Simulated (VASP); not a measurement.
# Al4B3P (P-6m2) in VASP: further runs

Runs on Al4B3P. Level: PBE. Tasks: single point.

All numbers are computed with VASP 6.6.1; they aren't measurements. Logs are shortened: lines on timing, memory, paths and dates and some standing lists are left out, and cuts for length are marked.

## 1. The cell of the first run

The structure is hexagonal, space group P-6m2 (No. 187). The conventional cell has a = 2.982 Å, b = 2.982 Å, c = 12.756 Å, α = 90.00°, β = 90.00°, γ = 120.00°. Al (site symmetry 3m) has 3 B at 2.18 Å and 3 P at 2.62 Å and 1 Al at 2.87 Å within 2.9 Å. Within 3.0 Å of Al (site symmetry 3m) lie 6 B at 2.30 Å and 7 Al at 2.87 to 2.98 Å. B (site symmetry -6m2) has 6 Al at 2.30 Å and 6 B at 2.98 Å within 3.0 Å. Within 2.9 Å of B (site symmetry 3m) lie 6 Al at 2.18 to 2.30 Å. P (site symmetry -6m2) has 6 Al at 2.62 Å and 6 P at 2.98 Å within 3.5 Å.

## 2. Single point, PBE

File INCAR:

```
SYSTEM = Al4B3P
ALGO = Normal ; EDIFF = 1E-6
ENCUT = 500 ; GGA = PE
GGA_COMPAT = .FALSE. ; ISIF = 2
ISMEAR = 0 ; LASPH = .TRUE.
LCHARG = .FALSE. ; LREAL = .FALSE.
LWAVE = .FALSE. ; NBANDS = 23
NELM = 120 ; PREC = Accurate
SIGMA = 0.2
```

File KPOINTS:

```
k-points
0
G
  5 5 2
  0 0 0
```

File POSCAR:

```
Al4B3P
1.0
    2.9819320191      0.0000000025      0.0000000000
   -1.4909660117      2.5824288797      0.0000000000
    0.0000000000      0.0000000000     12.7556107347
Al B P
4 3 1
Direct
    0.3333333333      0.6666666667      0.1550230394
    0.3333333333      0.6666666667      0.6201087598
    0.3333333333      0.6666666667      0.3798912402
    0.3333333333      0.6666666667      0.8449769606
    0.0000000000      0.0000000000      0.5000000000
    0.6666666667      0.3333333333      0.2600752790
    0.6666666667      0.3333333333      0.7399247210
    0.0000000000      0.0000000000      0.0000000000
```

Potentials or basis: VASP PAW PBE potentials, release 64 (Al, B, P).

Launch:

```bash
cat potpaw_PBE.64/Al/POTCAR potpaw_PBE.64/B/POTCAR potpaw_PBE.64/P/POTCAR > POTCAR
mpirun -np 1 vasp_std > vasp.out
```

OUTCAR:

```text
SYSTEM = Al4B3P
   EDIFF = 1E-6
   ENCUT = 500
   GGA = PE
   ISIF = 2
   ISMEAR = 0
   LASPH = .TRUE.
   LREAL = .FALSE.
   NELM = 120
   PREC = Accurate

 ion  position               nearest neighbor table
   1  0.333  0.667  0.155-   6 2.18   6 2.18   6 2.18   8 2.62   8 2.62   8 2.62   3 2.87
   2  0.333  0.667  0.620-   7 2.30   7 2.30   7 2.30   5 2.30   5 2.30   5 2.30   4 2.87   3 3.06

   3  0.333  0.667  0.380-   6 2.30   6 2.30   6 2.30   5 2.30   5 2.30   5 2.30   1 2.87   2 3.06

   4  0.333  0.667  0.845-   7 2.18   7 2.18   7 2.18   8 2.62   8 2.62   8 2.62   2 2.87
   5  0.000  0.000  0.500-   2 2.30   3 2.30   2 2.30   3 2.30   2 2.30   3 2.30
   6  0.667  0.333  0.260-   1 2.18   1 2.18   1 2.18   3 2.30   3 2.30   3 2.30
   7  0.667  0.333  0.740-   4 2.18   4 2.18   4 2.18   2 2.30   2 2.30   2 2.30
   8  0.000  0.000  0.000-   1 2.62   4 2.62   1 2.62   4 2.62   1 2.62   4 2.62

  LATTYP: Found a hexagonal cell.
 ALAT       =     2.9819320191
 C/A-ratio  =     4.2776329752

  Lattice vectors:

 A1 = (   2.9819320191,   0.0000000025,   0.0000000000)
 A2 = (  -1.4909660117,   2.5824288797,   0.0000000000)
 A3 = (   0.0000000000,   0.0000000000,  12.7556107347)

Analysis of symmetry for initial positions (statically):
=====================================================================
 Subroutine PRICEL returns:
 Original cell was already a primitive cell.

 Routine SETGRP: Setting up the symmetry group for a
 hexagonal supercell.

 Subroutine GETGRP returns: Found 12 space group operations
 (whereof 12 operations were pure point group operations)
 out of a pool of 24 trial point group operations.

The static configuration has the point symmetry D_3h.

Analysis of symmetry for dynamics (positions and initial velocities):
=====================================================================
 Subroutine PRICEL returns:
 Original cell was already a primitive cell.

 Routine SETGRP: Setting up the symmetry group for a
 hexagonal supercell.

 Subroutine GETGRP returns: Found 12 space group operations
 (whereof 12 operations were pure point group operations)
 out of a pool of 24 trial point group operations.

The dynamic configuration has the point symmetry D_3h.

 Subroutine INISYM returns: Found 12 space group operations
 (whereof 12 operations are pure point group operations),
 and found     1 'primitive' translations

[... 95 lines left out ...]
   IBRION =     -1    ionic relax: 0-MD 1-quasi-New 2-CG
   NFREE  =      0    steps in history (QN), initial steepest desc. (CG)
   ISIF   =      2    stress and relaxation
   ISYM   =      2    0-nonsym 1-usesym 2-fastsym
   POTIM  = 0.5000    time-step for ionic-motion
   TEBEG  =    0.0;   TEEND  =   0.0 temperature during run
   PSTRESS=    0.0 pullay stress
   NELECT =      26.0000    total number of electrons
   NUPDOWN=      -1.0000    fix difference up-down
   EMIN   =  10.00;   EMAX   =-10.00  energy-range for DOS
   EFERMI =   0.00;   METHOD = LEGACY
   ISMEAR =     0;   SIGMA  =   0.20  broadening in eV -4-tet -1-fermi 0-gaus
   EFERMI_NEDOS =   21; number of points for ismear=-14 and -15
   IALGO  =     38    algorithm
   IMIX   =      4    mixing-type and parameters
     AMIX     =   0.40;   BMIX     =  1.00
     AMIX_MAG =   1.60;   BMIX_MAG =  1.00
  volume/ion in A,a.u.               =      12.28        82.86
  Fermi-wavevector in a.u.,A,eV,Ry     =   1.051131  1.986349 15.032754  1.104876
  Thomas-Fermi vector in A             =   2.186162
   LORBIT       =      0    0 simple, 1 ext, 2 COOP (PROOUT), +10 PAW based schemes
   GGA     = PE    functional components
   LHFCALC =     F    Hartree Fock is set to
   AEXX    =    0.0000 exact exchange contribution
   IVDW    =     0    specifies the selected vdW correction
   LEPSILON=     F    determine dielectric tensor
   LRPA    =     F    only Hartree local field effects (RPA)
 non-spin polarized calculation
 Gauss-broadening in eV      SIGMA  =   0.20
  energy-cutoff  :      500.00
  volume of cell :       98.23
 maximum number of plane-waves:      2542
 NGX is ok and might be reduce to    24
   NGX = 11   NGY = 11   NGZ = 47

 number of electron      26.0000000 magnetization

 Free energy of the ion-electron system (eV)
  ---------------------------------------------------
  ext. energy  EPLUGINS =         0.00000000
  ---------------------------------------------------
  free energy    TOTEN  =       -37.25581470 eV

  energy without entropy =      -37.19977798  energy(sigma->0) =      -37.22779634

 E-fermi :   7.9644     XC(G=0): -10.8996

 val. band max:        7.8218909396   @ k =   0.2000  -0.0000   0.5000
 cond. band min:       7.9716962755   @ k =   0.2000  -0.0000   0.0000
 fundamental gap:      0.1498053359
 Fermi energy:         7.9644232420

 k-point     1 :       0.0000    0.0000    0.0000
  band No.  band energies     occupation
      1      -6.1935      2.00000
      2      -4.0006      2.00000
      3      -3.8382      2.00000
      4      -2.0361      2.00000
      5      -0.9189      2.00000
      6       2.3682      2.00000
[... 249 lines left out ...]
     22      12.5286      0.00000
     23      15.0938      0.00000

------------------------ aborting loop because EDIFF is reached ----------------------------------------

  FORCE on cell =-STRESS in cart. coord.  units (eV):
  Direction    XX          YY          ZZ          XY          YZ          ZX
  --------------------------------------------------------------------------------------
  -------------------------------------------------------------------------------------
  Total       -0.0516169     -0.0516169     -0.0671187     -0.0000000      0.0000000      0.0000000
  in kB       -0.8419281     -0.8419281     -1.0947799     -0.0000000      0.0000000      0.0000000
  external PRESSURE =      -0.9262121 kB  Pullay stress =       0.0000000 kB

 VOLUME and BASIS-vectors are now :
 -----------------------------------------------------------------------------
  energy-cutoff  :      500.00
  volume of cell :       98.23
      direct lattice vectors                 reciprocal lattice vectors
     2.981932019  0.000000003  0.000000000     0.335353051  0.193616174  0.000000000
    -1.490966012  2.582428880  0.000000000    -0.000000000  0.387232348  0.000000000
     0.000000000  0.000000000 12.755610735     0.000000000  0.000000000  0.078396873

 POSITION                                       TOTAL-FORCE (eV/Angst)
 -----------------------------------------------------------------------------------
     -0.00000      1.72162      1.97741        -0.000000     -0.000000      0.008593
     -0.00000      1.72162      7.90987         0.000000      0.000000      0.009149
     -0.00000      1.72162      4.84574        -0.000000      0.000000     -0.009149
     -0.00000      1.72162     10.77820         0.000000      0.000000     -0.008593
      0.00000      0.00000      6.37781        -0.000000      0.000000     -0.000000
      1.49097      0.86081      3.31742         0.000000     -0.000000     -0.013983
      1.49097      0.86081      9.43819         0.000000     -0.000000      0.013983
      0.00000      0.00000      0.00000        -0.000000      0.000000     -0.000000
 -----------------------------------------------------------------------------------
    total drift:                               -0.000000      0.000000      0.000000

  FREE ENERGIE OF THE ION-ELECTRON SYSTEM (eV)
  ---------------------------------------------------
  free  energy   TOTEN  =       -37.2558147000 eV

  energy  without entropy=      -37.1997779756  energy(sigma->0) =      -37.22779634
```

stdout:

```text
POSCAR found type information on POSCAR AlB P
 POSCAR found :  3 types and       8 ions
 scaLAPACK will be used
 LDA part: xc-table for (Slater+PW92), standard interpolation
 POSCAR, INCAR and KPOINTS ok, starting setup
 FFT: planning ... GRIDC
 FFT: planning ... GRID_SOFT
 FFT: planning ... GRID
 WAVECAR not read
 entering main loop
```

It took 22 s on 1 thread of Intel Xeon Platinum 8259CL at 2.50GHz (Skylake/Cascade Lake), shared host; peak memory 0.22 GiB.

What came out:

```yaml
Free_energy: -37.2558 eV
Pressure: -0.1 GPa
Largest_force: 0.014 eV/Å
Band_gap_on_the_k_mesh: zero (band 13 reaches 11.31 eV, above the bottom of band 14 at 6.10 eV)
```

Forces in eV/Å, atoms in the order of the input:
```
Al   0.000  0.000  0.009
Al   0.000  0.000  0.009
Al   0.000  0.000 -0.009
Al   0.000  0.000 -0.009
B    0.000  0.000  0.000
B    0.000  0.000 -0.014
B    0.000  0.000  0.014
P    0.000  0.000  0.000
```

Levels at points of the mesh, in eV from the Fermi level:
```csv
k point,band 9,band 10,band 11,band 12,band 13,band 14,band 15,band 16
"(0.00, 0.00, 0.00)",1.60,2.95,2.95,3.34,3.34,3.35,3.35,3.88
"(0.00, 0.00, 0.50)",2.84,2.95,2.95,3.28,3.28,3.41,3.41,3.87
```

Caveat: the k points lie up to 0.49 Å⁻¹ apart.

(Part 1 of 2 ends here.)
